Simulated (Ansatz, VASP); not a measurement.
# One calculation of Pd, two programs

The input INCAR:

```
PREC = Accurate
ENCUT = 520
EDIFF = 1E-7
ISMEAR = -1
SIGMA = 0.05
LREAL = False
LASPH = True
NELM = 150
ALGO = Normal
ISIF = 2
LWAVE = False
LCHARG = True
ISPIN = 2
MAGMOM = 0.3 0.3
LORBIT = 11
LMAXMIX = 4
GGA = PE
LELF = True
LVHAR = True
NBANDS = 21
```

Contents of KPOINTS:

```
regular mesh
0
Gamma
  18 18 6
```

Contents of POSCAR:

```
Pd
1.0
    2.7836650458      0.0000000000      0.0000000000
   -1.3918325229      2.4107246453      0.0000000000
    0.0000000000      0.0000000000      4.6288930000
Pd
2
Direct
    0.6666666667      0.3333333333      0.7500000000
    0.3333333333      0.6666666667      0.2500000000
```

Input for Ansatz:

```yaml
crystal:
  lattice:
    - [2.7836650458, 0.0, 0.0]
    - [-1.3918325229, 2.4107246453, 0.0]
    - [0.0, 0.0, 4.628893]
  atoms:
    - { symbol: Pd, position: [0.6666666667, 0.3333333333, 0.75], spin: 0.3 }
    - { symbol: Pd, position: [0.3333333333, 0.6666666667, 0.25], spin: 0.3 }
magnetization:
  spin_polarized: true
kpoints:
  mp_grid: { grid: [18, 18, 6] }
  band_path:
    path:
      - [0.0, 0.0, 0.0]
      - [0.5, 0.0, 0.0]
      - [0.3333333333, 0.3333333333, 0.0]
      - [0.0, 0.0, 0.0]
      - [0.0, 0.0, 0.5]
      - [0.5, 0.0, 0.5]
      - [0.3333333333, 0.3333333333, 0.5]
      - [0.0, 0.0, 0.5]
      - [0.5, 0.0, 0.5]
    npoints: 8
scf:
  occupations: { method: fermi_dirac, width: 0.05 }
  lower_state_search: "off"
hamiltonian:
  xc: pbe
  pseudopotentials: { kind: paw }
output:
  eigenvalues: false
  eigenstates:
    nscf_kmesh: { grid: [18, 18, 6] }
    top_band: c23
    exchange_couplings: { magnetic: [{ species: Pd }] }
```

Alike in both runs: task single point; functional PBE; k mesh 18 × 18 × 6; occupations fermi-dirac, width 0.05 eV; collinear spin.

|  | VASP | Ansatz |
| --- | --- | --- |
| version | VASP 6.6.1 | Ansatz 0.2.0 |
| potentials or method | VASP PAW PBE potentials, release 64 (Pd) | PAW with Ansatz's default frozen-core files, scalar-relativistic |
| plane-wave cutoff (eV) | 520 | 420 |
| valence electrons in the cell | 20 | 36 |

Ansatz gave:

| Item | Value |
| --- | --- |
| net moment per atom (μB) | 0.34 |
| size of the moment on the site where the two differ most (μB) | 0.35 |

Q: What did VASP give for the same quantities?

A: net moment per atom (μB): 0.34; size of the moment on the site where the two differ most (μB): 0.34.

Site moments also hang on the region over which each program counts them. VASP's potentials hold 20 valence electrons a cell and Ansatz's 36, so a difference there can come from the potentials and not from the codes.
